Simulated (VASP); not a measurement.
## Ca: single point with HSE06

Crystal: Ca.

```xyz
1
Lattice="0.0000 2.6843 2.6843 2.6843 0.0000 2.6843 2.6843 2.6843 0.0000" Properties=species:S:1:pos:R:3 pbc="T T T"
Ca    0.0000    0.0000    0.0000
```

```yaml
Program: VASP 6.6.1
Task: single point
Functional: HSE06
Potentials_or_basis: VASP PAW PBE potentials, release 64 (Ca_sv)
Cutoff: 520 eV
k_mesh: 6 × 6 × 6
Occupations: fermi-dirac, width 0.1 eV
Spin: no spin polarisation
```

```json
{
 "Pressure": "2.5 GPa",
 "Band gap on the k mesh": "zero (bands 5 and 6 overlap by 0.32 eV)"
}
```

Levels at points of the mesh, in eV from the Fermi level:
```csv
k point,band 3,band 4,band 5,band 6,band 7,band 8
"(0.00, 0.00, 0.00)",-24.99,-24.99,-5.14,3.26,3.26,3.26
"(0.50, 0.00, 0.00)",-25.01,-25.01,-1.09,-0.43,3.06,3.06
"(0.50, 0.50, 0.00)",-25.06,-25.06,-0.64,1.02,1.09,5.46
```

It took 12 min on 1 thread of Intel(R) Xeon(R) Platinum 8488C (Sapphire Rapids), with other jobs on the host, peak memory 0.27 GiB.

Caveat: the PAW data sets were made with another functional, which shifts forces and pressure a little.
